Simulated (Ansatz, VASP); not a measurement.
One calculation of Mg, two programs

INCAR

```
ALGO     = Normal         # electronic algorithm
EDIFF    = 1E-7           # SCF threshold, eV
EDIFFG   = -0.01          # ionic threshold
ENCUT    = 600            # plane-wave cutoff, eV
GGA      = RP             # functional
IBRION   = 2              # ionic algorithm
ISIF     = 3              # what is computed and relaxed
ISMEAR   = 1              # smearing method
IVDW     = 12             # dispersion correction
LASPH    = T              # aspherical terms in the spheres
LCHARG   = F              # write CHGCAR
LREAL    = F              # projectors in reciprocal space
LWAVE    = F              # write WAVECAR
NELM     = 60             # most SCF steps
NSW      = 80             # ionic steps
PREC     = Accurate       # precision mode
SIGMA    = 0.2            # smearing width, eV
```

Contents of KPOINTS:

```
k-points
0
Gamma
  11 11 11
```

File POSCAR:

```
Mg
1.0
   -1.7727644967      1.7727644967      1.7727644967
    1.7727644967     -1.7727644967      1.7727644967
    1.7727644967      1.7727644967     -1.7727644967
Mg
1
Direct
    0.0000000000      0.0000000000      0.0000000000
```

input.yaml

```yaml
crystal:
  lattice:
    - [-1.7727644967, 1.7727644967, 1.7727644967]
    - [1.7727644967, -1.7727644967, 1.7727644967]
    - [1.7727644967, 1.7727644967, -1.7727644967]
  atoms:
    - { symbol: Mg, position: [0.0, 0.0, 0.0] }
kpoints:
  mp_grid: { grid: [11, 11, 11] }
scf:
  occupations: { method: methfessel_paxton, width: 0.2 }
hamiltonian:
  xc: rpbe
  dispersion: d3bj
  pseudopotentials: { kind: all_electron, lapw: { basis_error: 0.001 } }
output:
  forces: true
  stress: true
relax:
  f_tol: 0.01
  max_steps: 60
  cell: {}
```

Alike in both runs: task relaxation of cell and atoms; functional RPBE; dispersion D3(BJ); k mesh 11 × 11 × 11; occupations methfessel-paxton of order 1, width 0.2 eV; no spin polarisation.

|  | VASP | Ansatz |
| --- | --- | --- |
| version | VASP 6.6.1 | Ansatz 0.2.0 |
| potentials or method | VASP PAW PBE potentials, release 64 (Mg), cutoff 600 eV | all-electron LAPW, scalar-relativistic |

```tsv
	VASP	Ansatz	Ansatz less VASP
relaxed volume (Å³/atom)	16.59	16.58	-0.010
relaxed cell length with the largest relative difference (Å)	2.783	2.782	-0.0006
```

VASP's potentials were made for PBE, not for RPBE. Ansatz ran all-electron here, and VASP with PAW potentials.

Noted on VASP's run: the volume moved by over 15 % at a fixed basis, so the end points are rough. Noted on Ansatz's run: the volume moved by over 15 % at a fixed basis, so the end points are rough.
